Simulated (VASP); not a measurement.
# Al3P2 (P4/mmm) in VASP: a series of runs, part 2 of 2

VASP 6.6.1.

## 3. Relaxation of cell and atoms, PBE

This run uses another cell than the first one, of 17.01 Å³/atom.

INCAR

```
PREC = Accurate
ENCUT = 600
EDIFF = 1E-6
ISMEAR = 0
SIGMA = 0.1
LREAL = False
LASPH = True
NELM = 80
ALGO = Normal
ISIF = 3
LWAVE = False
LCHARG = False
GGA = PE
IBRION = 2
NSW = 90
EDIFFG = -0.04
```

KPOINTS

```
regular mesh
0
Gamma
  6 6 4
```

POSCAR

```
Al3P2
1.0
    3.4548941717      0.0000000000      0.0000000000
    0.0000000000      3.4548941717      0.0000000000
    0.0000000000      0.0000000000      7.1263723361
Al P
3 2
Direct
    0.5000000000      0.5000000000      0.0000000000
    0.0000000000      0.0000000000      0.2063650699
    0.0000000000      0.0000000000      0.7936349301
    0.0000000000      0.5000000000      0.5000000000
    0.5000000000      0.0000000000      0.5000000000
```

Potentials or basis: VASP PAW PBE potentials, release 64 (Al, P).

The run is started by

```console
cat potpaw_PBE.64/Al/POTCAR potpaw_PBE.64/P/POTCAR > POTCAR
mpirun -np 1 vasp_std > vasp.out
```

OUTCAR:

```text
PREC = Accurate
   ENCUT = 600
   EDIFF = 1E-6
   ISMEAR = 0
   LREAL = False
   LASPH = True
   NELM = 80
   ISIF = 3
   GGA = PE
   IBRION = 2
   NSW = 90
   EDIFFG = -0.04

 ion  position               nearest neighbor table
   1  0.500  0.500  0.000-   2 2.85   3 2.85   2 2.85   3 2.85   2 2.85   3 2.85   2 2.85   3 2.85

   2  0.000  0.000  0.206-   4 2.71   5 2.71   4 2.71   5 2.71   1 2.85   1 2.85   1 2.85   1 2.85
                             3 2.94
   3  0.000  0.000  0.794-   4 2.71   5 2.71   4 2.71   5 2.71   1 2.85   1 2.85   1 2.85   1 2.85
                             2 2.94
   4  0.000  0.500  0.500-   5 2.44   5 2.44   5 2.44   5 2.44   3 2.71   3 2.71   2 2.71   2 2.71

   5  0.500  0.000  0.500-   4 2.44   4 2.44   4 2.44   4 2.44   2 2.71   3 2.71   2 2.71   3 2.71

  LATTYP: Found a simple tetragonal cell.
 ALAT       =     3.4548941717
 C/A-ratio  =     2.0626890382

  Lattice vectors:

 A1 = (   3.4548941717,   0.0000000000,   0.0000000000)
 A2 = (   0.0000000000,   3.4548941717,   0.0000000000)
 A3 = (   0.0000000000,   0.0000000000,   7.1263723361)

Analysis of symmetry for initial positions (statically):
=====================================================================
 Subroutine PRICEL returns:
 Original cell was already a primitive cell.

 Routine SETGRP: Setting up the symmetry group for a
 simple tetragonal supercell.

 Subroutine GETGRP returns: Found 16 space group operations
 (whereof 16 operations were pure point group operations)
 out of a pool of 16 trial point group operations.

The static configuration has the point symmetry D_4h.

Analysis of symmetry for dynamics (positions and initial velocities):
=====================================================================
 Subroutine PRICEL returns:
 Original cell was already a primitive cell.

 Routine SETGRP: Setting up the symmetry group for a
 simple tetragonal supercell.
[... 144 lines left out ...]
 Gauss-broadening in eV      SIGMA  =   0.10
  energy-cutoff  :      600.00
  volume of cell :       85.06
 maximum number of plane-waves:      2864
 NGX is ok and might be reduce to    28
   NGX = 13   NGY = 13   NGZ = 29

--------------------------------------- Ionic step        1  -------------------------------------------

 number of electron      18.9999999 magnetization

 Free energy of the ion-electron system (eV)
  ---------------------------------------------------
  ext. energy  EPLUGINS =         0.00000000
  ---------------------------------------------------
  free energy    TOTEN  =       -21.08320974 eV

  energy without entropy =      -21.07413070  energy(sigma->0) =      -21.07867022

------------------------ aborting loop because EDIFF is reached ----------------------------------------

  FORCE on cell =-STRESS in cart. coord.  units (eV):
  Direction    XX          YY          ZZ          XY          YZ          ZX
  --------------------------------------------------------------------------------------
  -------------------------------------------------------------------------------------
  Total       -0.4136551     -0.4136551      1.0923786      0.0000000      0.0000000     -0.0000000
  in kB       -7.7913190     -7.7913190     20.5752796      0.0000000      0.0000000     -0.0000000
  external PRESSURE =       1.6642139 kB  Pullay stress =       0.0000000 kB
[... 260 lines left out ...]
--------------------------------------- Ionic step        8  -------------------------------------------

 number of electron      19.0000001 magnetization

 Free energy of the ion-electron system (eV)
  ---------------------------------------------------
  ext. energy  EPLUGINS =         0.00000000
  ---------------------------------------------------
  free energy    TOTEN  =       -21.09486935 eV

  energy without entropy =      -21.08836559  energy(sigma->0) =      -21.09161747

 E-fermi :   7.7986     XC(G=0): -10.2199

 val. band max:        7.7686898141   @ k =   0.3333   0.0000   0.5000
 cond. band min:       7.8795369784   @ k =   0.3333   0.3333   0.0000
 fundamental gap:      0.1108471643
 Fermi energy:         7.7986081792

 k-point     1 :       0.0000    0.0000    0.0000
  band No.  band energies     occupation
      1      -7.7179      2.00000
      2      -1.2984      2.00000
      3      -0.7718      2.00000
      4       2.7345      2.00000
      5       3.1705      2.00000
      6       3.1705      2.00000
      7       5.5287      2.00000
      8       7.1853      2.00000
      9       8.7046      0.00000
     10       8.9141      0.00000
     11       9.8463      0.00000
     12       9.8463      0.00000
     13      11.0698      0.00000
[... 354 lines left out ...]
  band No.  band energies     occupation
      1      -5.0270      2.00000
      2      -4.5202      2.00000
      3       0.6132      2.00000
      4       1.2721      2.00000
      5       3.9233      2.00000
      6       4.6803      2.00000
      7       5.2935      2.00000
      8       5.6625      2.00000
      9       5.6723      2.00000
     10       6.3263      2.00000
     11       7.7108      1.78566
     12       8.4945      0.00000
     13      11.7912      0.00000

 [... further k-points ...]
[... 5 lines left out ...]
  --------------------------------------------------------------------------------------
  -------------------------------------------------------------------------------------
  Total        0.0974060      0.0974060     -0.1790695      0.0000000      0.0000000      0.0000000
  in kB        1.8222671      1.8222671     -3.3500254      0.0000000      0.0000000      0.0000000
  external PRESSURE =       0.0981696 kB  Pullay stress =       0.0000000 kB
[... 20 lines left out ...]
  FREE ENERGIE OF THE ION-ELECTRON SYSTEM (eV)
  ---------------------------------------------------
  free  energy   TOTEN  =       -21.0948693508 eV

  energy  without entropy=      -21.0883655853  energy(sigma->0) =      -21.09161747

 reached required accuracy - stopping structural energy minimisation
```

CONTCAR:

```text
Al3P2
   1.00000000000000
     3.4286314762321055   -0.0000000000000000   -0.0000000000000000
     0.0000000000000000    3.4286314762321055    0.0000000000000000
     0.0000000000000000    0.0000000000000000    7.2852161212633098
  Al              P
     3     2
Direct
     0.5000000000000000    0.5000000000000000    0.0000000000000000
     1.0000000000000000    0.0000000000000000    0.2102753054834477
     0.0000000000000000    0.0000000000000000    0.7897246945165521
     0.0000000000000000    0.5000000000000000    0.5000000000000000
     0.5000000000000000    1.0000000000000000    0.5000000000000000

  0.00000000E+00  0.00000000E+00  0.00000000E+00
  0.00000000E+00  0.00000000E+00  0.00000000E+00
  0.00000000E+00  0.00000000E+00  0.00000000E+00
  0.00000000E+00  0.00000000E+00  0.00000000E+00
  0.00000000E+00  0.00000000E+00  0.00000000E+00
```

Wall time 2.8 min (1 thread of Intel Xeon 8259CL, shared host); peak memory 0.22 GiB.

What came out:

```yaml
Free_energy: -21.0949 eV
Relaxed_volume: 17.13 Å³/atom
Relaxed_cell: a = 3.429 Å, b = 3.429 Å, c = 7.285 Å, α = 90.00°, β = 90.00°, γ = 90.00°
Space_group_after_relaxing_to_0.1_Å: P4/mmm (No. 123)
Energy_gained_by_relaxing: 2.3 meV/atom
Ionic_steps: 8
Pressure_after_relaxing: 0.0 GPa
Largest_force_after_relaxing: 0.011 eV/Å
Band_gap_on_the_k_mesh: zero (an odd number of electrons rules out a gap without spin polarisation)
```

Forces on the atoms (eV/Å):
```
Al   0.000  0.000  0.000
Al   0.000  0.000  0.011
Al   0.000  0.000 -0.011
P    0.000  0.000  0.000
P    0.000  0.000  0.000
```

The path:
```
step  energy change (eV)  largest force (eV/Å)  pressure (GPa)  volume (Å³)
   1              0.0000                0.0879            0.17        85.06
   2             -0.0081                0.1306            0.12        85.27
   3             -0.0088                0.1402            0.08        85.38
   4             -0.0079                0.0873           -0.08        85.60
   5             -0.0090                0.1343            0.05        85.43
   6             -0.0090                0.1277            0.02        85.47
   7             -0.0106                0.0834            0.02        85.54
   8             -0.0117                0.0106            0.01        85.64
```

Final structure:
```
Al P
1.0
     3.42863    0.00000    0.00000
     0.00000    3.42863    0.00000
     0.00000    0.00000    7.28522
Al P
3 2
Direct
  0.50000 0.50000 0.00000
  0.00000 0.00000 0.21028
  0.00000 0.00000 0.78972
  0.00000 0.50000 0.50000
  0.50000 0.00000 0.50000
```

## 4. Relaxation of cell and atoms, PBE

This run uses another cell than the first one, of 17.17 Å³/atom.

INCAR

```
SYSTEM = Al3P2
ALGO     = Normal         ! electronic algorithm
EDIFF    = 1E-7           ! SCF threshold, eV
EDIFFG   = -0.01          ! ionic threshold
ENCUT    = 600            ! plane-wave cutoff, eV
GGA      = PE             ! functional
IBRION   = 2              ! ionic algorithm
ISIF     = 3              ! what is computed and relaxed
ISMEAR   = 0              ! smearing method
LASPH    = .True.         ! aspherical terms in the spheres
LCHARG   = .False.        ! write CHGCAR
LREAL    = .False.        ! projectors in reciprocal space
LWAVE    = .False.        ! write WAVECAR
NELM     = 60             ! most SCF steps
NSW      = 100            ! ionic steps
PREC     = Accurate       ! precision mode
SIGMA    = 0.1            ! smearing width, eV
```

KPOINTS

```
k-points
0
Gamma
  12 12 6
  0 0 0
```

POSCAR

```
Al3P2
1.0
    3.4377522317      0.0000000000      0.0000000000
    0.0000000000      3.4377522317      0.0000000000
    0.0000000000      0.0000000000      7.2635807872
Al P
3 2
Direct
    0.5000000000      0.5000000000      0.0000000000
    0.0000000000      0.0000000000      0.2100512220
    0.0000000000      0.0000000000      0.7899487780
    0.0000000000      0.5000000000      0.5000000000
    0.5000000000      0.0000000000      0.5000000000
```

The run is started by

```console
cat potpaw_PBE.64/Al/POTCAR potpaw_PBE.64/P/POTCAR > POTCAR
mpirun -np 1 vasp_std > vasp.out
```

Run time: 7.4 min. Hardware: 1 thread of Intel Xeon 8259CL, shared host; peak memory 0.3 GiB.

It converged, with:

* Free energy: -21.0654 eV
* Relaxed volume: 17.03 Å³/atom
* Relaxed cell: a = 3.429 Å, b = 3.429 Å, c = 7.241 Å, α = 90.00°, β = 90.00°, γ = 90.00°
* Space group after relaxing (to 0.1 Å): P4/mmm (No. 123)
* Energy gained by relaxing: 0.5 meV/atom
* Ionic steps: 6
* Pressure after relaxing: 0.0 GPa
* Largest force after relaxing: 0.003 eV/Å
* Band gap on the k mesh: zero (an odd number of electrons rules out a gap without spin polarisation)

Forces in eV/Å, atoms in the order of the input:
```
Al   0.000  0.000  0.000
Al   0.000  0.000  0.003
Al   0.000  0.000 -0.003
P    0.000  0.000  0.000
P    0.000  0.000  0.000
```

Stress tensor (GPa, compression positive):
```
-0.04  0.00  0.00
 0.00 -0.04  0.00
 0.00  0.00  0.07
```

The path:
```
step  energy change (eV)  largest force (eV/Å)  pressure (GPa)  volume (Å³)
   1              0.0000                0.0944           -0.65        85.84
   2             -0.0022                0.0492            0.08        84.97
   3             -0.0022                0.0492            0.08        84.97
   4             -0.0025                0.0329            0.06        85.03
   5             -0.0027                0.0036            0.00        85.12
   6             -0.0027                0.0034            0.00        85.14
```

Final structure:
```
Al P
1.0
     3.42904    0.00000    0.00000
     0.00000    3.42904    0.00000
     0.00000    0.00000    7.24088
Al P
3 2
Direct
  0.50000 0.50000 0.00000
  0.00000 0.00000 0.21181
  0.00000 0.00000 0.78819
  0.00000 0.50000 0.50000
  0.50000 0.00000 0.50000
```

Levels at points of the mesh, in eV from the Fermi level:
```csv
k point,band 5,band 6,band 7,band 8,band 9,band 10,band 11,band 12,band 13
"(0.00, 0.00, 0.00)",-4.45,-4.45,-2.07,-0.39,1.02,1.26,2.16,2.16,3.36
"(0.50, 0.00, 0.00)",-5.73,-4.99,-1.99,-1.27,0.03,0.68,0.70,0.75,2.30
"(0.50, 0.50, 0.00)",-3.53,-3.53,-3.12,-2.91,-2.91,-2.46,-2.43,0.06,3.07
"(0.00, 0.00, 0.50)",-4.89,-4.45,-4.45,0.83,0.83,1.66,1.66,3.92,4.87
"(0.50, 0.00, 0.50)",-3.73,-2.97,-2.33,-2.00,-1.98,-1.26,0.05,0.89,4.09
"(0.50, 0.50, 0.50)",-4.22,-4.22,-3.94,-2.75,-1.18,-1.18,-0.29,0.54,0.54
```

## 5. Overview

| task | cell | k mesh | cutoff (eV) | gap on the mesh (eV) | pressure (GPa) | relaxed volume (Å³/atom) |
| --- | --- | --- | --- | --- | --- | --- |
| single point | a = 3.430, b = 3.430, c = 7.246 Å, 5 atoms, atomic positions A | 12 × 12 × 6 | 520 | none | -0.1 | - |
| relaxation of cell and atoms | relaxed from a = 3.455, b = 3.455, c = 7.126 Å, 5 atoms, atomic positions B | 6 × 6 × 4 | 600 | none | 0.0 | 17.13 |
| relaxation of cell and atoms | relaxed from a = 3.438, b = 3.438, c = 7.264 Å, 5 atoms, atomic positions C | 12 × 12 × 6 | 600 | none | 0.0 | 17.03 |

Alike in all rows: level PBE; potentials or basis VASP PAW PBE potentials, release 64 (Al, P); no spin polarisation; smearing gaussian 0.1 eV.

Absolute energies hang on the potentials; compare differences alone.

The gap in the log of VASP goes by the Fermi energy; the results here count the filled bands.